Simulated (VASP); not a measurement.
# ScAl2N3 (P6/mmm) in VASP: further runs

ScAl2N3 is run at these levels: PBE; tasks: relaxation of cell and atoms, single point.

Program: VASP 6.6.1. These are calculated values, not measurements. Logs are shortened: lines on timing, memory, paths and dates and some standing lists are left out, and cuts for length are marked.

## Step 1: The cell of the first run

It takes space group P6/mmm (No. 191, hexagonal). The conventional cell has a = 3.924 Å, b = 3.924 Å, c = 7.202 Å, α = 90.00°, β = 90.00°, γ = 120.00°. Within 3.0 Å of Sc (site symmetry 6/mmm) lie 6 N at 2.27 Å. Within 3.0 Å of Al (site symmetry -6m2) lie 3 Al at 2.27 Å and 3 N at 2.27 Å. N (site symmetry 6/mmm) has 6 Al at 2.27 Å within 3.0 Å. N (site symmetry -6m2) has 3 N at 2.27 Å and 3 Sc at 2.27 Å within 3.0 Å.

## Step 2: Relaxation of cell and atoms, PBE

The input, INCAR:

```
PREC     = Accurate       # precision mode
ENCUT    = 600            # plane-wave cutoff, eV
EDIFF    = 1E-6           # SCF threshold, eV
ISMEAR   = 0              # smearing method
SIGMA    = 0.1            # smearing width, eV
LREAL    = False          # projectors in reciprocal space
LASPH    = True           # aspherical terms in the spheres
NELM     = 60             # most SCF steps
ALGO     = Normal         # electronic algorithm
ISIF     = 3              # what is computed and relaxed
LWAVE    = False          # write WAVECAR
LCHARG   = False          # write CHGCAR
GGA      = PE             # functional
IBRION   = 2              # ionic algorithm
NSW      = 90             # ionic steps
EDIFFG   = -0.04          # ionic threshold
```

The input, KPOINTS:

```
Automatic mesh
0
Gamma
  6 6 4
```

The input, POSCAR:

```
ScAl2N3
1.0
    3.9235460400      0.0000000000      0.0000000000
   -1.9617730200      3.3978905400      0.0000000000
    0.0000000000      0.0000000000      7.2020153400
Sc Al N
1 2 3
Direct
    0.0000000000      0.0000000000      0.5000000000
    0.3333333300      0.6666666700      0.0000000000
    0.6666666700      0.3333333300      0.0000000000
    0.0000000000      0.0000000000      0.0000000000
    0.3333333300      0.6666666700      0.5000000000
    0.6666666700      0.3333333300      0.5000000000
```

Potentials or basis: VASP PAW PBE potentials, release 64 (Sc_sv, Al, N).

On the command line:

```
$ cat potpaw_PBE.64/Sc_sv/POTCAR potpaw_PBE.64/Al/POTCAR potpaw_PBE.64/N/POTCAR > POTCAR
$ mpirun -np 1 vasp_std > vasp.out
```

OUTCAR:

```text
PREC = Accurate
   ENCUT = 600
   EDIFF = 1E-6
   ISMEAR = 0
   LREAL = False
   LASPH = True
   NELM = 60
   ISIF = 3
   GGA = PE
   IBRION = 2
   NSW = 90
   EDIFFG = -0.04

 ion  position               nearest neighbor table
   1  0.000  0.000  0.500-   5 2.27   6 2.27   5 2.27   6 2.27   6 2.27   5 2.27
   2  0.333  0.667  0.000-   3 2.27   4 2.27   3 2.27   4 2.27   4 2.27   3 2.27
   3  0.667  0.333  0.000-   2 2.27   4 2.27   2 2.27   4 2.27   4 2.27   2 2.27
   4  0.000  0.000  0.000-   2 2.27   3 2.27   2 2.27   3 2.27   3 2.27   2 2.27
   5  0.333  0.667  0.500-   1 2.27   1 2.27   1 2.27
   6  0.667  0.333  0.500-   1 2.27   1 2.27   1 2.27

  LATTYP: Found a hexagonal cell.
 ALAT       =     3.9235460400
 C/A-ratio  =     1.8355883343

  Lattice vectors:

 A1 = (   3.9235460400,   0.0000000000,   0.0000000000)
 A2 = (  -1.9617730200,   3.3978905400,   0.0000000000)
 A3 = (   0.0000000000,   0.0000000000,   7.2020153400)

Analysis of symmetry for initial positions (statically):
=====================================================================
 Subroutine PRICEL returns:
 Original cell was already a primitive cell.

 Routine SETGRP: Setting up the symmetry group for a
 hexagonal supercell.

 Subroutine GETGRP returns: Found 24 space group operations
 (whereof 24 operations were pure point group operations)
 out of a pool of 24 trial point group operations.

The static configuration has the point symmetry D_6h.

Analysis of symmetry for dynamics (positions and initial velocities):
=====================================================================
 Subroutine PRICEL returns:
 Original cell was already a primitive cell.

 Routine SETGRP: Setting up the symmetry group for a
 hexagonal supercell.

 Subroutine GETGRP returns: Found 24 space group operations
 (whereof 24 operations were pure point group operations)
 out of a pool of 24 trial point group operations.

The dynamic configuration has the point symmetry D_6h.

 Subroutine INISYM returns: Found 24 space group operations
 (whereof 24 operations are pure point group operations),
 and found     1 'primitive' translations

----------------------------------------------------------------------------------------

                                     Primitive cell

  volume of cell :      96.0157

  direct lattice vectors                    reciprocal lattice vectors
     3.923546040  0.000000000  0.000000000     0.254871484  0.147150120  0.000000000
    -1.961773020  3.397890540  0.000000000     0.000000000  0.294300240  0.000000000
     0.000000000  0.000000000  7.202015340     0.000000000  0.000000000  0.138850024

  length of vectors
     3.923546040  3.923546037  7.202015340     0.294300239  0.294300240  0.138850024

  position of ions in fractional coordinates (direct lattice)
     0.000000000  0.000000000  0.500000000
     0.333333330  0.666666670  0.000000000
     0.666666670  0.333333330  0.000000000
     0.000000000  0.000000000  0.000000000
     0.333333330  0.666666670  0.500000000
     0.666666670  0.333333330  0.500000000

  ion indices of the primitive-cell ions
   primitive index   ion index
                 1           1
                 2           2
                 3           3
                 4           4
                 5           5
                 6           6

----------------------------------------------------------------------------------------

 KPOINTS: Automatic mesh

Automatic generation of k-mesh.
 Grid dimensions read from file:
 generate k-points for:    6    6    4

 Generating k-lattice:

  Cartesian coordinates                     Fractional coordinates (reciprocal lattice)
     0.042478581  0.024525020  0.000000000     0.166666667 -0.000000000  0.000000000
     0.000000000  0.049050040  0.000000000     0.000000000  0.166666667  0.000000000
     0.000000000  0.000000000  0.034712506     0.000000000  0.000000000  0.250000000

  Length of vectors
     0.049050040  0.049050040  0.034712506

  Shift w.r.t. Gamma in fractional coordinates (k-lattice)
     0.000000000  0.000000000  0.000000000

 Subroutine IBZKPT returns following result:
 ===========================================

 Found     21 irreducible k-points:

 Following reciprocal coordinates:
            Coordinates               Weight
  0.000000  0.000000  0.000000      1.000000
  0.166667  0.000000  0.000000      6.000000
  0.333333  0.000000  0.000000      6.000000
  0.500000  0.000000  0.000000      3.000000
  0.166667  0.166667  0.000000      6.000000
  0.333333  0.166667  0.000000     12.000000
[... 13 lines left out ...]
  0.333333  0.166667  0.500000     12.000000
  0.333333  0.333333  0.500000      2.000000
   k-points           NKPTS =     21   k-points in BZ     NKDIM =     21   number of bands    NBANDS=     20
   number of dos      NEDOS =    301   number of ions     NIONS =      6
   total plane-waves  NPLWV =  61440
   dimension x,y,z NGX =    32 NGY =   32 NGZ =   60
   dimension x,y,z NGXF=    64 NGYF=   64 NGZF=  120
   ions per type =               1   2   3
   NGX,Y,Z   is equivalent  to a cutoff of  13.56, 13.56, 13.85 a.u.
   NGXF,Y,Z  is equivalent  to a cutoff of  27.12, 27.12, 27.70 a.u.
 SYSTEM =  unknown system
   PREC   = accura    normal or accurate (medium, high low for compatibility)
   ISTART =      0    job   : 0-new  1-cont  2-samecut
   ICHARG =      2    charge: 1-file 2-atom 10-const
   ISPIN  =      1    spin polarized calculation?
   LNONCOLLINEAR =      F non collinear calculations
   LSORBIT =      F    spin-orbit coupling
   LASPH  =      T    aspherical Exc in radial PAW
   ENCUT  =  600.0 eV  44.10 Ry    6.64 a.u.   7.84  7.84 14.38*2*pi/ulx,y,z
   NELM   =     60;   NELMIN=  2; NELMDL= -5     # of ELM steps
   EDIFF  = 0.1E-05   stopping-criterion for ELM
   LREAL  =      F    real-space projection
   EDIFFG = -.4E-01   stopping-criterion for IOM
   NSW    =     90    number of steps for IOM
   IBRION =      2    ionic relax: 0-MD 1-quasi-New 2-CG
   NFREE  =      1    steps in history (QN), initial steepest desc. (CG)
   ISIF   =      3    stress and relaxation
   ISYM   =      2    0-nonsym 1-usesym 2-fastsym
   POTIM  = 0.5000    time-step for ionic-motion
   TEBEG  =    0.0;   TEEND  =   0.0 temperature during run
   PSTRESS=    0.0 pullay stress
   NELECT =      32.0000    total number of electrons
   NUPDOWN=      -1.0000    fix difference up-down
   EMIN   =  10.00;   EMAX   =-10.00  energy-range for DOS
   EFERMI =   0.00;   METHOD = LEGACY
   ISMEAR =     0;   SIGMA  =   0.10  broadening in eV -4-tet -1-fermi 0-gaus
   EFERMI_NEDOS =   21; number of points for ismear=-14 and -15
   IALGO  =     38    algorithm
   IMIX   =      4    mixing-type and parameters
     AMIX     =   0.40;   BMIX     =  1.00
     AMIX_MAG =   1.60;   BMIX_MAG =  1.00
  volume/ion in A,a.u.               =      16.00       107.99
  Fermi-wavevector in a.u.,A,eV,Ry     =   1.135039  2.144913 17.528568  1.288313
  Thomas-Fermi vector in A             =   2.271743
   LORBIT       =      0    0 simple, 1 ext, 2 COOP (PROOUT), +10 PAW based schemes
   GGA     = PE    functional components
   LHFCALC =     F    Hartree Fock is set to
   AEXX    =    0.0000 exact exchange contribution
   IVDW    =     0    specifies the selected vdW correction
   LEPSILON=     F    determine dielectric tensor
   LRPA    =     F    only Hartree local field effects (RPA)
 conjugate gradient relaxation of ions
 non-spin polarized calculation
 Gauss-broadening in eV      SIGMA  =   0.10
  energy-cutoff  :      600.00
  volume of cell :       96.02
 maximum number of plane-waves:      3227
 NGX is ok and might be reduce to    32
   NGX = 15   NGY = 15   NGZ = 29

--------------------------------------- Ionic step        1  -------------------------------------------

 number of electron      32.0000000 magnetization

 Free energy of the ion-electron system (eV)
  ---------------------------------------------------
  ext. energy  EPLUGINS =         0.00000000
  ---------------------------------------------------
  free energy    TOTEN  =       -31.90758770 eV

  energy without entropy =      -31.88712155  energy(sigma->0) =      -31.89735462

------------------------ aborting loop because EDIFF is reached ----------------------------------------

  FORCE on cell =-STRESS in cart. coord.  units (eV):
  Direction    XX          YY          ZZ          XY          YZ          ZX
  --------------------------------------------------------------------------------------
  -------------------------------------------------------------------------------------
  Total        5.2800121      5.2800121     -5.3315488      0.0000000      0.0000000      0.0000000
  in kB       88.1055616     88.1055614    -88.9655347      0.0000000      0.0000000      0.0000000
  external PRESSURE =      29.0818628 kB  Pullay stress =       0.0000000 kB
[... 101 lines left out ...]
  FREE ENERGIE OF THE ION-ELECTRON SYSTEM (eV)
  ---------------------------------------------------
  free  energy   TOTEN  =       -32.3077773767 eV

  energy  without entropy=      -32.2877533049  energy(sigma->0) =      -32.29776534

 E-fermi :   4.0548     XC(G=0):  -9.6134

 val. band max:        4.0436967224   @ k =   0.1667   0.1667   0.2500
 cond. band min:       4.0587212063   @ k =   0.1667   0.0000   0.0000
 fundamental gap:      0.0150244839
 Fermi energy:         4.0547765646

 k-point     1 :       0.0000    0.0000    0.0000
  band No.  band energies     occupation
      1     -45.7407      2.00000
      2     -24.5988      2.00000
      3     -24.1553      2.00000
      4     -24.1553      2.00000
      5     -10.9112      2.00000
      6      -9.9742      2.00000
[... 12 lines left out ...]
     19       4.6702      0.00000
[... 444 lines left out ...]
      4     -24.1914      2.00000
      5     -10.2999      2.00000
      6      -8.4389      2.00000
[... 12 lines left out ...]
     19       5.2567      0.00000
     20       5.2567      0.00000

[... ionic steps 4 to 12 ...]

--------------------------------------- Ionic step       13  -------------------------------------------

 number of electron      31.9999997 magnetization

------------------------ aborting loop because EDIFF is reached ----------------------------------------

  FORCE on cell =-STRESS in cart. coord.  units (eV):
  Direction    XX          YY          ZZ          XY          YZ          ZX
  --------------------------------------------------------------------------------------
  -------------------------------------------------------------------------------------
  Total        0.6242342      0.6242342      1.0268946     -0.0000000      0.0000000      0.0000000
  in kB       14.3666200     14.3666199     23.6337668     -0.0000000      0.0000000      0.0000000
  external PRESSURE =      17.4556689 kB  Pullay stress =       0.0000000 kB
[... 65 lines left out ...]
  energy  without entropy=      -38.6622646971  energy(sigma->0) =      -38.67235952

--------------------------------------- Ionic step       15  -------------------------------------------

 number of electron      31.9999999 magnetization

 Free energy of the ion-electron system (eV)
  ---------------------------------------------------
  ext. energy  EPLUGINS =         0.00000000
  ---------------------------------------------------
  free energy    TOTEN  =       -38.68628683 eV

  energy without entropy =      -38.66528212  energy(sigma->0) =      -38.67578447

 E-fermi :   6.6237     XC(G=0): -11.0822

 val. band max:        6.6041681563   @ k =   0.1667   0.0000   0.0000
 cond. band min:       6.6881539618   @ k =   0.1667   0.1667   0.0000
 fundamental gap:      0.0839858056
 Fermi energy:         6.6236684248

 k-point     1 :       0.0000    0.0000    0.0000
  band No.  band energies     occupation
      1     -41.8898      2.00000
      2     -20.7118      2.00000
      3     -20.5621      2.00000
      4     -20.5621      2.00000
      5      -8.8860      2.00000
      6      -7.0193      2.00000
[... 12 lines left out ...]
     19       9.2011      0.00000
[... 492 lines left out ...]
  FREE ENERGIE OF THE ION-ELECTRON SYSTEM (eV)
  ---------------------------------------------------
  free  energy   TOTEN  =       -38.6862868251 eV

  energy  without entropy=      -38.6652821192  energy(sigma->0) =      -38.67578447

 reached required accuracy - stopping structural energy minimisation
```

Wall time 7.3 min (1 thread of Intel Xeon Platinum 8488C (Sapphire Rapids), shared host); peak memory 0.29 GiB.

What came out:

```yaml
Free_energy: -38.6863 eV
Relaxed_volume: 11.76 Å³/atom
Relaxed_cell: a = 4.583 Å, b = 4.583 Å, c = 3.878 Å, α = 90.00°, β = 90.00°, γ = 120.00°
Space_group_after_relaxing_to_0.05_Å: P6/mmm (No. 191)
Energy_gained_by_relaxing: 1129.8 meV/atom
Ionic_steps: 15
Pressure_after_relaxing: 0.1 GPa
Band_gap_on_the_k_mesh: zero (band 16 reaches 7.18 eV, above the bottom of band 17 at 6.27 eV)
```

The path:
| step | energy change (eV) | largest force (eV/Å) | pressure (GPa) | volume (Å³) |
| --- | --- | --- | --- | --- |
| 1 | 0.0000 | 0.0000 | 2.91 | 96.02 |
| 2 | -0.3855 | 0.0000 | -6.85 | 99.87 |
| 3 | -0.4002 | 0.0000 | -8.24 | 100.50 |
| 4 | -0.7939 | 0.0000 | -9.98 | 96.75 |
| 5 | -2.5584 | 0.0000 | -14.25 | 85.67 |
| 6 | -5.8198 | 0.0000 | 32.47 | 60.50 |
| 7 | -4.7910 | 0.0000 | -13.66 | 75.74 |
| 8 | -6.3427 | 0.0000 | -3.63 | 68.29 |
| 9 | -6.5939 | 0.0000 | 9.77 | 64.44 |
| 10 | -6.6089 | 0.0000 | 6.15 | 65.25 |
| 11 | -6.7326 | 0.0000 | -2.18 | 69.79 |
| 12 | -6.7327 | 0.0000 | -2.44 | 69.95 |
| 13 | -6.7739 | 0.0000 | 1.75 | 69.62 |
| 14 | -6.7749 | 0.0000 | 1.15 | 69.66 |
| 15 | -6.7787 | 0.0000 | 0.12 | 70.54 |

Final structure:
```cif
data_structure
_symmetry_space_group_name_H-M 'P 1'
_symmetry_Int_Tables_number 1
_cell_length_a 4.5831
_cell_length_b 4.5831
_cell_length_c 3.8775
_cell_angle_alpha 90.000
_cell_angle_beta 90.000
_cell_angle_gamma 120.000
_cell_volume 70.54
loop_
_atom_site_label
_atom_site_type_symbol
_atom_site_fract_x
_atom_site_fract_y
_atom_site_fract_z
_atom_site_occupancy
Sc1 Sc 0.00000 0.00000 0.50000 1
Al1 Al 0.33333 0.66667 0.00000 1
Al2 Al 0.66667 0.33333 0.00000 1
N1 N 0.00000 0.00000 0.00000 1
N2 N 0.33333 0.66667 0.50000 1
N3 N 0.66667 0.33333 0.50000 1
```

Caveat: the volume moved by over 15 % at a fixed basis, so the end points are rough.

(Continued in part 2 of 3.)
